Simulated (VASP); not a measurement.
Wanted: the native input for a VASP 6.6.1 run.

- Task: single point
- Functional: PBE
- Dispersion: D3(BJ)
- Potentials or basis: VASP PAW PBE potentials, release 64 (Al)
- Cutoff: 520 eV
- k mesh: 18 × 18 × 4
- Occupations: gaussian, width 0.15 eV
- Spin: no spin polarisation
- Dipole correction: no
- Further INCAR settings: ALGO = Fast; EDIFF = 1e-07; NBANDS = 14

The structure of Al lies in POSCAR:

```
Al
1.0
    2.8144222650      0.0000000000      0.0000000000
   -1.4072111325      2.4373611785      0.0000000000
    0.0000000000      0.0000000000      9.2410470710
Al
4
Direct
    0.0000000000      0.0000000000      0.0000000000
    0.4194920864      0.8389841729      0.2348502016
    0.0000000000      0.0000000000      0.5000000000
    0.6666666667      0.3333333333      0.7500000000
```

This cell differs from its parent crystal: atom 2 (Al) moved by +0.420 Å along [1 2 0] and -0.140 Å along [0 0 1].

These files were run (other wordings do the same):

INCAR

```
SYSTEM = Al
PREC     = Accurate       ! precision mode
ENCUT    = 520            ! plane-wave cutoff, eV
EDIFF    = 1E-7           ! SCF threshold, eV
ISMEAR   = 0              ! smearing method
SIGMA    = 0.15           ! smearing width, eV
LREAL    = .FALSE.        ! projectors in reciprocal space
LASPH    = .TRUE.         ! aspherical terms in the spheres
NELM     = 100            ! most SCF steps
ALGO     = Fast           ! electronic algorithm
ISIF     = 2              ! what is computed and relaxed
LWAVE    = .FALSE.        ! write WAVECAR
LCHARG   = .FALSE.        ! write CHGCAR
GGA      = PE             ! functional
IVDW     = 12             ! dispersion correction
NBANDS   = 14             ! bands
```

KPOINTS

```
Automatic mesh
0
G
  18 18 4
  0 0 0
```

Potentials or basis: VASP PAW PBE potentials, release 64 (Al).

Launch:

```console
$ cat potpaw_PBE.64/Al/POTCAR > POTCAR
$ mpirun -np 1 vasp_std > vasp.out
```

Results of the run:

```yaml
Pressure: 1.1 GPa
Largest_force: 0.962 eV/Å
Band_gap_on_the_k_mesh: zero (bands 6 and 7 overlap by 5.51 eV)
Dispersion_energy_per_atom: -0.351 eV
```

Caveat: the cell differs from its parent crystal (atom 2 (Al) moved by +0.420 Å along [1 2 0] and -0.140 Å along [0 0 1]).

Wall time 4.3 min on 1 thread of Intel(R) Xeon(R) Platinum 8124M CPU @ 3.00GHz (Skylake/Cascade Lake), with other jobs on the host, peak memory 0.36 GiB.
